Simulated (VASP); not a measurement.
# SiC (P1) in VASP: single point with PBE

Aim: the single point of SiC with PBE.

Program: VASP 6.6.1. These are calculated values, not measurements. Logs are shortened: lines on timing, memory, paths and dates and some standing lists are left out, and cuts for length are marked.

## Step 1: The cell of the first run

The typed cell holds 12 atoms: a = 3.075 Å, b = 3.075 Å, c = 15.090 Å, α = 88.25°, β = 86.50°, γ = 60.00°.

## Step 2: Single point, PBE

INCAR

```
PREC     = Accurate       # precision mode
ENCUT    = 520            # plane-wave cutoff, eV
EDIFF    = 1E-6           # SCF threshold, eV
ISMEAR   = 0              # smearing method
SIGMA    = 0.05           # smearing width, eV
LREAL    = False          # projectors in reciprocal space
LASPH    = True           # aspherical terms in the spheres
NELM     = 60             # most SCF steps
ALGO     = Normal         # electronic algorithm
ISIF     = 2              # what is computed and relaxed
LWAVE    = False          # write WAVECAR
LCHARG   = False          # write CHGCAR
GGA      = PE             # functional
NBANDS   = 36             # bands
```

KPOINTS

```
regular mesh
0
Gamma
  10 10 2
```

POSCAR

```
SiC
1.0
    2.1740000000     -2.1740000000      0.0000000000
    2.1740000000      0.0000000000     -2.1740000000
    9.3482000000      8.0438000000      8.6960000000
Si C
6 6
Direct
    0.6479266667      0.6666666667      0.0624666667
   -0.2687400000      0.0000000000      0.8958000000
    0.2645933333      0.3333333333      0.2291333333
    0.4979266667      0.6666666667      0.5624666667
   -0.1187400000      0.0000000000      0.3958000000
    0.1145933333      0.3333333333      0.7291333333
    0.5354266667      0.6666666667      0.4374666667
    0.9187600000      1.0000000000      0.2708000000
    0.1520933333      0.3333333333      0.6041333333
    0.3854266667      0.6666666667      0.9374666667
   -0.2312400000      0.0000000000      0.7708000000
    0.3020933333      0.3333333333      0.1041333333
```

Potentials or basis: VASP PAW PBE potentials, release 64 (Si, C).

Command:

```sh
> cat potpaw_PBE.64/Si/POTCAR potpaw_PBE.64/C/POTCAR > POTCAR
> mpirun -np 1 vasp_std > vasp.out
```

OUTCAR:

```text
PREC = Accurate
   ENCUT = 520
   EDIFF = 1E-6
   ISMEAR = 0
   LREAL = False
   LASPH = True
   NELM = 60
   ISIF = 2
   GGA = PE

 ion  position               nearest neighbor table
   1  0.648  0.667  0.062-  12 1.88  12 1.88  12 1.88  10 2.10   2 2.73   3 3.07   3 3.07   3 3.07

   2  0.731  0.000  0.896-  10 1.88  11 1.88  10 1.88  10 1.88   1 2.73   6 3.07   6 3.07   6 3.07

   3  0.265  0.333  0.229-   8 1.88  12 1.88   8 1.88   8 1.88   1 3.07   1 3.07   1 3.07   5 3.07
                             5 3.07   5 3.07
   4  0.498  0.667  0.562-   9 1.88   9 1.88   7 1.88   9 1.88   6 3.07   6 3.07   6 3.07   5 3.07
                             5 3.07   5 3.07
   5  0.881  0.000  0.396-   7 1.88   8 1.88   7 1.88   7 1.88   4 3.07   3 3.07   4 3.07   3 3.07
                             4 3.07   3 3.07
   6  0.115  0.333  0.729-  11 1.88   9 1.88  11 1.88  11 1.88   4 3.07   4 3.07   4 3.07   2 3.07
                             2 3.07   2 3.07
   7  0.535  0.667  0.437-   5 1.88   4 1.88   5 1.88   5 1.88
   8  0.919  0.000  0.271-   3 1.88   5 1.88   3 1.88   3 1.88
   9  0.152  0.333  0.604-   4 1.88   4 1.88   6 1.88   4 1.88
  10  0.385  0.667  0.937-   2 1.88   2 1.88   2 1.88   1 2.10
  11  0.769  0.000  0.771-   6 1.88   2 1.88   6 1.88   6 1.88
  12  0.302  0.333  0.104-   1 1.88   1 1.88   3 1.88   1 1.88

  LATTYP: Found a base centered monoclinic cell.
 ALAT       =     3.0745002846
 B/A-ratio  =     1.7320508076
 C/A-ratio  =     4.9081564767
 COS(beta)  =    -0.0611227457

  Lattice vectors:

 A1 = (   0.0000000000,   2.1740000000,  -2.1740000000)
 A2 = (  -2.1740000000,   0.0000000000,   2.1740000000)
 A3 = (   9.3482000000,   8.0438000000,   8.6960000000)

Analysis of symmetry for initial positions (statically):
=====================================================================
 Subroutine PRICEL returns:
 Original cell was already a primitive cell.

 Routine SETGRP: Setting up the symmetry group for a
 base centered monoclinic supercell.

 Subroutine GETGRP returns: Found  1 space group operations
 (whereof  1 operations were pure point group operations)
 out of a pool of  4 trial point group operations.

The static configuration has the point symmetry C_1 .

Analysis of symmetry for dynamics (positions and initial velocities):
=====================================================================
 Subroutine PRICEL returns:
 Original cell was already a primitive cell.

 Routine SETGRP: Setting up the symmetry group for a
 base centered monoclinic supercell.

 Subroutine GETGRP returns: Found  1 space group operations
[... 130 lines left out ...]
   ISYM   =      2    0-nonsym 1-usesym 2-fastsym
   POTIM  = 0.5000    time-step for ionic-motion
   TEBEG  =    0.0;   TEEND  =   0.0 temperature during run
   PSTRESS=    0.0 pullay stress
   NELECT =      48.0000    total number of electrons
   NUPDOWN=      -1.0000    fix difference up-down
   EMIN   =  10.00;   EMAX   =-10.00  energy-range for DOS
   EFERMI =   0.00;   METHOD = LEGACY
   ISMEAR =     0;   SIGMA  =   0.05  broadening in eV -4-tet -1-fermi 0-gaus
   EFERMI_NEDOS =   21; number of points for ismear=-14 and -15
   IALGO  =     38    algorithm
   IMIX   =      4    mixing-type and parameters
     AMIX     =   0.40;   BMIX     =  1.00
     AMIX_MAG =   1.60;   BMIX_MAG =  1.00
  volume/ion in A,a.u.               =      10.27        69.34
  Fermi-wavevector in a.u.,A,eV,Ry     =   1.195369  2.258920 19.441458  1.428907
  Thomas-Fermi vector in A             =   2.331336
   LORBIT       =      0    0 simple, 1 ext, 2 COOP (PROOUT), +10 PAW based schemes
   GGA     = PE    functional components
   LHFCALC =     F    Hartree Fock is set to
   AEXX    =    0.0000 exact exchange contribution
   IVDW    =     0    specifies the selected vdW correction
   LEPSILON=     F    determine dielectric tensor
   LRPA    =     F    only Hartree local field effects (RPA)
 non-spin polarized calculation
 Gauss-broadening in eV      SIGMA  =   0.05
  energy-cutoff  :      520.00
  volume of cell :      123.30
 maximum number of plane-waves:      3338
   NGX = 11   NGY = 11   NGZ = 57

 number of electron      48.0000000 magnetization

 Free energy of the ion-electron system (eV)
  ---------------------------------------------------
  ext. energy  EPLUGINS =         0.00000000
  ---------------------------------------------------
  free energy    TOTEN  =       -89.15031045 eV

  energy without entropy =      -89.15031045  energy(sigma->0) =      -89.15031045

 E-fermi :   8.8187     XC(G=0): -11.4061

 val. band max:        8.6013218916   @ k =   0.0000   0.0000   0.0000
 cond. band min:       9.1489899832   @ k =   0.5000   0.0000   0.0000
 fundamental gap:      0.5476680916
 Fermi energy:         8.8187386945

 k-point     1 :       0.0000    0.0000    0.0000
  band No.  band energies     occupation
      1      -7.2760      2.00000
      2      -6.7416      2.00000
      3      -6.6799      2.00000
      4      -5.2112      2.00000
      5      -5.1427      2.00000
      6      -3.6587      2.00000
[... 925 lines left out ...]
     35      16.1385      0.00000
     36      16.2909      0.00000

 [... further k-points ...]
[... 5 lines left out ...]
  --------------------------------------------------------------------------------------
  -------------------------------------------------------------------------------------
  Total       -2.0637263      5.2917950      5.8999388      1.0121372      3.4397064     -2.0461917
  in kB      -26.8165441     68.7628280     76.6651918     13.1519492     44.6963530    -26.5886965
  external PRESSURE =      39.5371586 kB  Pullay stress =       0.0000000 kB

 VOLUME and BASIS-vectors are now :
 -----------------------------------------------------------------------------
  energy-cutoff  :      520.00
  volume of cell :      123.30
      direct lattice vectors                 reciprocal lattice vectors
     2.174000000 -2.174000000  0.000000000     0.141827660 -0.318153941  0.141827660
     2.174000000  0.000000000 -2.174000000     0.153327200  0.153327200 -0.306654400
     9.348200000  8.043800000  8.696000000     0.038331800  0.038331800  0.038331800

 POSITION                                       TOTAL-FORCE (eV/Angst)
 -----------------------------------------------------------------------------------
      3.44188     -0.90612     -0.90612        -1.636764      0.924373     -0.379116
      9.96388      5.61588      7.78988        -0.012111      0.003799     -0.357254
      3.44188      1.26788      1.26788        -0.030509      0.162532      0.227669
      7.78988      3.44188      3.44188         0.035602      0.046620      0.042709
      5.61588      1.26788      3.44188         0.022214      0.060269      0.045175
      7.78988      5.61588      5.61588         0.017654      0.067283      0.044757
      6.70288      2.35488      2.35488        -0.040251     -0.045515     -0.039279
      4.52888      0.18088      2.35488        -0.051863     -0.007408     -0.039192
      6.70288      4.52888      4.52888        -0.019888     -0.067407     -0.045032
     11.05088      6.70288      6.70288         1.630968     -0.976007      0.009585
      8.87688      4.52888      6.70288         0.100200     -0.238862     -0.075602
      2.35488      0.18088      0.18088        -0.015252      0.070323      0.565579
 -----------------------------------------------------------------------------------
    total drift:                                0.000399     -0.000328     -0.000273

  FREE ENERGIE OF THE ION-ELECTRON SYSTEM (eV)
  ---------------------------------------------------
  free  energy   TOTEN  =       -89.1503104545 eV

  energy  without entropy=      -89.1503104545  energy(sigma->0) =      -89.15031045
```

stdout:

```text
POSCAR found type information on POSCAR SiC
 POSCAR found :  2 types and      12 ions
 scaLAPACK will be used
 LDA part: xc-table for (Slater+PW92), standard interpolation
 POSCAR, INCAR and KPOINTS ok, starting setup
 FFT: planning ... GRIDC
 FFT: planning ... GRID_SOFT
 FFT: planning ... GRID
 WAVECAR not read
 entering main loop
```

Wall time 8.8 min (1 thread of Intel Xeon Platinum 8259CL at 2.50GHz (Skylake/Cascade Lake), shared host); peak memory 0.45 GiB.

What came out:

```yaml
Free_energy: -89.1503 eV
Pressure: 4.0 GPa
Largest_force: 1.918 eV/Å
Band_gap_on_the_k_mesh: 0.55 eV (least direct gap 1.18 eV)
```

Forces on the atoms (eV/Å):
```
Si  -1.637  0.924 -0.379
Si  -0.012  0.004 -0.357
Si  -0.031  0.163  0.228
Si   0.036  0.047  0.043
Si   0.022  0.060  0.045
Si   0.018  0.067  0.045
C   -0.040 -0.046 -0.039
C   -0.052 -0.007 -0.039
C   -0.020 -0.067 -0.045
C    1.631 -0.976  0.010
C    0.100 -0.239 -0.076
C   -0.015  0.070  0.566
```

Caveat: the cell stands under pressure; forces of over 1 eV/Å act on the atoms, so gaps and moduli don't describe the material at rest.
